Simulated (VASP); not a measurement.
# Ti12H (a cell with a defect) in VASP: a series of runs

The runs below take Ti12H (a cell with a defect) through relaxation of the atoms, with PBE+D3(BJ).

All numbers are computed with VASP 6.6.1; they aren't measurements. Logs are shortened: lines on timing, memory, paths and dates and some standing lists are left out, and cuts for length are marked.

**1. The cell of the first run**

The cell holds a defect, 13 atoms: a = 5.900 Å, b = 8.850 Å, c = 4.685 Å, α = 90.00°, β = 90.00°, γ = 120.00°.

**2. Relaxation of the atoms, PBE+D3(BJ)**

The input, INCAR:

```
SYSTEM = Ti12H
ALGO = Normal
EDIFF = 1E-7
EDIFFG = -0.03
ENCUT = 520
GGA = PE
IBRION = 2
ISIF = 2
ISMEAR = -1
IVDW = 12
LASPH = .True.
LCHARG = .False.
LREAL = .False.
LWAVE = .False.
NELM = 100
NSW = 80
PREC = Accurate
SIGMA = 0.05
```

The input, KPOINTS:

```
k-points
0
Gamma
  3 2 4
  0 0 0
```

The input, POSCAR:

```
Ti12H
1.0
    5.9000000000      0.0000000000      0.0000000000
   -4.4250000000      7.6643250000      0.0000000000
    0.0000000000      0.0000000000      4.6846000000
Ti H
12 1
Direct
    0.0000000000      0.0000000000      0.0000000000
    0.1666666600      0.2222222200      0.5000000000
   -0.0000000100      0.3333333300      0.0000000000
    0.1666666600      0.5555555400      0.5000000000
   -0.0000000100      0.6666666500      0.0000000000
    0.1666666500      0.8888888700      0.5000000000
    0.5000000000      0.0000000000      0.0000000000
    0.6666666600      0.2222222200      0.5000000000
    0.4999999900      0.3333333300      0.0000000000
    0.6666666600      0.5555555400      0.5000000000
    0.4999999900      0.6666666500      0.0000000000
    0.6666666500      0.8888888700      0.5000000000
    0.4941591200      0.3338962800      0.3833130100
```

Potentials or basis: VASP PAW PBE potentials, release 64 (Ti_sv, H).

Run with:

```
$ cat potpaw_PBE.64/Ti_sv/POTCAR potpaw_PBE.64/H/POTCAR > POTCAR
$ mpirun -np 1 vasp_std > vasp.out
```

OUTCAR:

```text
SYSTEM = Ti12H
   EDIFF = 1E-7
   EDIFFG = -0.03
   ENCUT = 520
   GGA = PE
   IBRION = 2
   ISIF = 2
   ISMEAR = -1
   IVDW = 12
   LASPH = .True.
   LREAL = .False.
   NELM = 100
   NSW = 80
   PREC = Accurate
 IVDW          = 12

 ion  position               nearest neighbor table
   1  0.000  0.000  0.000-   2 2.90   2 2.90   6 2.90   6 2.90  12 2.90  12 2.90
   2  0.167  0.222  0.500-  13 1.76   9 2.90   9 2.90   3 2.90   3 2.90   1 2.90   1 2.90
   3  1.000  0.333  0.000-   4 2.90   4 2.90   8 2.90   8 2.90   2 2.90   2 2.90
   4  0.167  0.556  0.500-   3 2.90   3 2.90  11 2.90  11 2.90   5 2.90   5 2.90
   5  1.000  0.667  0.000-  10 2.90  10 2.90   4 2.90   4 2.90   6 2.90   6 2.90
   6  0.167  0.889  0.500-   5 2.90   5 2.90   1 2.90   1 2.90   7 2.90   7 2.90
   7  0.500  0.000  0.000-   8 2.90   8 2.90  12 2.90  12 2.90   6 2.90   6 2.90
   8  0.667  0.222  0.500-  13 1.82   3 2.90   3 2.90   9 2.90   9 2.90   7 2.90   7 2.90
   9  0.500  0.333  0.000-  13 1.80  10 2.90  10 2.90   2 2.90   2 2.90   8 2.90   8 2.90
  10  0.667  0.556  0.500-  13 1.79   9 2.90   9 2.90   5 2.90   5 2.90  11 2.90  11 2.90
  11  0.500  0.667  0.000-   4 2.90   4 2.90  10 2.90  10 2.90  12 2.90  12 2.90
  12  0.667  0.889  0.500-  11 2.90  11 2.90   7 2.90   7 2.90   1 2.90   1 2.90
  13  0.494  0.334  0.383-   2 1.76  10 1.79   9 1.80   8 1.82

  LATTYP: Found a simple monoclinic cell.
 ALAT       =     5.9000000000
 B/A-ratio  =     0.7940000000
 C/A-ratio  =     1.3228756849
 COS(beta)  =    -0.1889822323

  Lattice vectors:

 A1 = (   5.9000000000,   0.0000000000,   0.0000000000)
 A2 = (   0.0000000000,   0.0000000000,   4.6846000000)
 A3 = (  -1.4750000000,  -7.6643250000,   0.0000000000)

Analysis of symmetry for initial positions (statically):
=====================================================================
 Subroutine PRICEL returns:
 Original cell was already a primitive cell.

 Routine SETGRP: Setting up the symmetry group for a
 simple monoclinic supercell.

 Subroutine GETGRP returns: Found  1 space group operations
 (whereof  1 operations were pure point group operations)
 out of a pool of  4 trial point group operations.

The static configuration has the point symmetry C_1 .

Analysis of symmetry for dynamics (positions and initial velocities):
=====================================================================
 Subroutine PRICEL returns:
 Original cell was already a primitive cell.

 Routine SETGRP: Setting up the symmetry group for a
 simple monoclinic supercell.

 Subroutine GETGRP returns: Found  1 space group operations
 (whereof  1 operations were pure point group operations)
 out of a pool of  4 trial point group operations.

The dynamic configuration has the point symmetry C_1 .

 Subroutine INISYM returns: Found  1 space group operations
 (whereof  1 operations are pure point group operations),
 and found     1 'primitive' translations

----------------------------------------------------------------------------------------

                                     Primitive cell

  volume of cell :     211.8354

  direct lattice vectors                    reciprocal lattice vectors
     5.900000000  0.000000000  0.000000000     0.169491525  0.097855976  0.000000000
    -4.425000000  7.664325000  0.000000000     0.000000000  0.130474634  0.000000000
     0.000000000  0.000000000  4.684600000     0.000000000  0.000000000  0.213465397

  length of vectors
     5.900000000  8.850000153  4.684600000     0.195711955  0.130474634  0.213465397

  position of ions in fractional coordinates (direct lattice)
     0.000000000  0.000000000  0.000000000
     0.166666660  0.222222220  0.500000000
     0.999999990  0.333333330  0.000000000
     0.166666660  0.555555540  0.500000000
     0.999999990  0.666666650  0.000000000
     0.166666650  0.888888870  0.500000000
     0.500000000  0.000000000  0.000000000
     0.666666660  0.222222220  0.500000000
     0.499999990  0.333333330  0.000000000
     0.666666660  0.555555540  0.500000000
     0.499999990  0.666666650  0.000000000
     0.666666650  0.888888870  0.500000000
     0.494159120  0.333896280  0.383313010

  ion indices of the primitive-cell ions
   primitive index   ion index
                 1           1
                 2           2
                 3           3
[... 36 lines left out ...]
|           W    W  A    A  R    R  N N  N  II  N N  N  G       !!!           |
|           W WW W  AAAAAA  RRRRR   N  N N  II  N  N N  G  GGG   !            |
|           WW  WW  A    A  R   R   N   NN  II  N   NN  G    G                |
|           W    W  A    A  R    R  N    N  II  N    N   GGGG   !!!           |
|                                                                             |
|     Your reciprocal lattice and k-lattice belong to different lattice       |
|     classes:                                                                |
|                                                                             |
|        The reciprocal lattice is simple monoclinic,                         |
|        whereas your k-lattice is hexagonal.                                 |
|                                                                             |
|     Results are often still useful ...                                      |
|                                                                             |
 -----------------------------------------------------------------------------

 Subroutine IBZKPT returns following result:
 ===========================================

 Found     14 irreducible k-points:

 Following reciprocal coordinates:
            Coordinates               Weight
  0.000000  0.000000  0.000000      1.000000
  0.333333 -0.000000  0.000000      2.000000
  0.000000  0.500000  0.000000      1.000000
  0.333333  0.500000  0.000000      2.000000
  0.000000  0.000000  0.250000      2.000000
  0.333333 -0.000000  0.250000      2.000000
 -0.333333  0.000000  0.250000      2.000000
  0.000000  0.500000  0.250000      2.000000
  0.333333  0.500000  0.250000      2.000000
 -0.333333  0.500000  0.250000      2.000000
  0.000000  0.000000  0.500000      1.000000
  0.333333 -0.000000  0.500000      2.000000
  0.000000  0.500000  0.500000      1.000000
  0.333333  0.500000  0.500000      2.000000
   k-points           NKPTS =     14   k-points in BZ     NKDIM =     14   number of bands    NBANDS=     87
   number of dos      NEDOS =    301   number of ions     NIONS =     13
   total plane-waves  NPLWV = 120960
   dimension x,y,z NGX =    48 NGY =   70 NGZ =   36
   dimension x,y,z NGXF=    96 NGYF=  140 NGZF=   72
   ions per type =              12   1
   NGX,Y,Z   is equivalent  to a cutoff of  13.53, 13.15, 12.78 a.u.
   NGXF,Y,Z  is equivalent  to a cutoff of  27.05, 26.30, 25.55 a.u.
 SYSTEM =  Ti12H
   PREC   = accura    normal or accurate (medium, high low for compatibility)
   ISTART =      0    job   : 0-new  1-cont  2-samecut
   ICHARG =      2    charge: 1-file 2-atom 10-const
   ISPIN  =      1    spin polarized calculation?
   LNONCOLLINEAR =      F non collinear calculations
   LSORBIT =      F    spin-orbit coupling
   LASPH  =      T    aspherical Exc in radial PAW
   ENCUT  =  520.0 eV  38.22 Ry    6.18 a.u.  10.97 16.46  8.71*2*pi/ulx,y,z
   NELM   =    100;   NELMIN=  2; NELMDL= -5     # of ELM steps
   EDIFF  = 0.1E-06   stopping-criterion for ELM
   LREAL  =      F    real-space projection
   EDIFFG = -.3E-01   stopping-criterion for IOM
   NSW    =     80    number of steps for IOM
   IBRION =      2    ionic relax: 0-MD 1-quasi-New 2-CG
   NFREE  =      1    steps in history (QN), initial steepest desc. (CG)
   ISIF   =      2    stress and relaxation
   ISYM   =      2    0-nonsym 1-usesym 2-fastsym
   POTIM  = 0.5000    time-step for ionic-motion
   TEBEG  =    0.0;   TEEND  =   0.0 temperature during run
   PSTRESS=    0.0 pullay stress
   NELECT =     145.0000    total number of electrons
   NUPDOWN=      -1.0000    fix difference up-down
   EMIN   =  10.00;   EMAX   =-10.00  energy-range for DOS
   EFERMI =   0.00;   METHOD = LEGACY
   ISMEAR =    -1;   SIGMA  =   0.05  broadening in eV -4-tet -1-fermi 0-gaus
   EFERMI_NEDOS =   21; number of points for ismear=-14 and -15
   IALGO  =     38    algorithm
   IMIX   =      4    mixing-type and parameters
     AMIX     =   0.40;   BMIX     =  1.00
     AMIX_MAG =   1.60;   BMIX_MAG =  1.00
  volume/ion in A,a.u.               =      16.30       109.96
  Fermi-wavevector in a.u.,A,eV,Ry     =   1.442773  2.726446 28.321806  2.081594
  Thomas-Fermi vector in A             =   2.561256
   LORBIT       =      0    0 simple, 1 ext, 2 COOP (PROOUT), +10 PAW based schemes
   GGA     = PE    functional components
   LHFCALC =     F    Hartree Fock is set to
   AEXX    =    0.0000 exact exchange contribution
   IVDW    =    12    specifies the selected vdW correction
   LEPSILON=     F    determine dielectric tensor
   LRPA    =     F    only Hartree local field effects (RPA)
 conjugate gradient relaxation of ions
 non-spin polarized calculation
  energy-cutoff  :      520.00
  volume of cell :      211.84
 maximum number of plane-waves:      5706
 NGX is ok and might be reduce to    48
   NGX = 21   NGY = 33   NGZ = 17

--------------------------------------- Ionic step        1  -------------------------------------------

 number of electron     145.0000002 magnetization

 Free energy of the ion-electron system (eV)
  ---------------------------------------------------
  ext. energy  EPLUGINS =         0.00000000
  ---------------------------------------------------
  free energy    TOTEN  =       -97.63467392 eV

  energy without entropy =      -97.46390632  energy(sigma->0) =      -97.54929012

------------------------ aborting loop because EDIFF is reached ----------------------------------------

 Edisp (eV)   -7.28792

 E8    (eV) :    -3.4285
[... 138 lines left out ...]
  FREE ENERGIE OF THE ION-ELECTRON SYSTEM (eV)
  ---------------------------------------------------
  free  energy   TOTEN  =      -105.0142370983 eV

  energy  without entropy=     -104.8435176833  energy(sigma->0) =     -104.92887739

[... ionic steps 4 to 7 ...]

--------------------------------------- Ionic step        8  -------------------------------------------

 number of electron     144.9999996 magnetization

------------------------ aborting loop because EDIFF is reached ----------------------------------------
[... 97 lines left out ...]
--------------------------------------- Ionic step       10  -------------------------------------------

 number of electron     144.9999999 magnetization

 Free energy of the ion-electron system (eV)
  ---------------------------------------------------
  ext. energy  EPLUGINS =         0.00000000
  ---------------------------------------------------
  free energy    TOTEN  =       -97.73876919 eV

  energy without entropy =      -97.56924365  energy(sigma->0) =      -97.65400642

 E-fermi :   8.2747     XC(G=0): -11.4692

 val. band max:        8.2357873321   @ k =   0.3333   0.5000   0.2500
 cond. band min:       8.2760393024   @ k =   0.0000   0.5000   0.0000
 fundamental gap:      0.0402519704
 Fermi energy:         8.2747466925

 k-point     1 :       0.0000    0.0000    0.0000
  band No.  band energies     occupation
      1     -48.6505      2.00000
      2     -48.5876      2.00000
      3     -48.5662      2.00000
      4     -48.5487      2.00000
      5     -48.5284      2.00000
      6     -48.5210      2.00000
[... 1207 lines left out ...]
     83       8.7281      0.00023
     84       8.7403      0.00018
 [bands above 84 left out]

------------------------ aborting loop because EDIFF is reached ----------------------------------------

 Edisp (eV)   -7.28770

 E8    (eV) :    -3.4285
[... 36 lines left out ...]
  FREE ENERGIE OF THE ION-ELECTRON SYSTEM (eV)
  ---------------------------------------------------
  free  energy   TOTEN  =      -105.0264724804 eV

  energy  without entropy=     -104.8569469355  energy(sigma->0) =     -104.94170971

 reached required accuracy - stopping structural energy minimisation
```

It took 40 min on 1 thread of AMD EPYC 9R45 (Zen 5), shared host; peak memory 0.43 GiB.

What came out:

- Free energy: -105.0265 eV
- Energy gained by relaxing: 8.0 meV/atom
- Ionic steps: 10
- Pressure after relaxing: -5.8 GPa
- Largest force after relaxing: 0.029 eV/Å
- Dispersion energy per atom: -0.561 eV

Forces on the atoms (eV/Å):
```
Ti   0.007  0.008 -0.018
Ti   0.016  0.024  0.004
Ti   0.003 -0.007  0.001
Ti   0.014  0.010 -0.009
Ti   0.004 -0.004  0.003
Ti   0.005 -0.004 -0.008
Ti  -0.017 -0.021 -0.005
Ti  -0.009  0.011 -0.005
Ti   0.002 -0.002  0.010
Ti   0.001  0.014  0.015
Ti  -0.006  0.006  0.009
Ti  -0.001 -0.015 -0.001
H   -0.018 -0.021  0.004
```

The path:
```tsv
step	energy change (eV)	largest force (eV/Å)	pressure (GPa)
1	0.0000	0.8879	-5.50
2	-0.0808	0.3210	-5.73
3	-0.0916	0.1868	-5.80
4	-0.0963	0.0985	-5.80
5	-0.0988	0.1398	-5.79
6	-0.0989	0.1271	-5.80
7	-0.1007	0.0815	-5.80
8	-0.1017	0.0510	-5.80
9	-0.1030	0.0368	-5.80
10	-0.1039	0.0292	-5.81
```

Final structure:
```xyz
13
Lattice="5.9000 0.0000 0.0000 -4.4250 7.6643 0.0000 0.0000 0.0000 4.6846" Properties=species:S:1:pos:R:3 pbc="T T T"
Ti    1.4573    7.6363    4.6441
Ti   -0.0503    1.6606    2.3653
Ti    4.4166    2.5413    4.6743
Ti   -1.4787    4.2574    2.3524
Ti   -2.9367    5.1397    0.0047
Ti   -2.9418    6.8235    2.3299
Ti   -1.4596    7.6640    4.6594
Ti    2.9864    1.6673    2.3695
Ti    1.4661    2.5454    4.6558
Ti    1.4849    4.3368    2.3926
Ti   -0.0145    5.1164    4.6746
Ti   -0.0118    6.8004    2.3169
H     1.4702    2.5751    1.8330
```

Caveat: the k points lie up to 0.41 Å⁻¹ apart.

(Continued in part 2 of 2.)
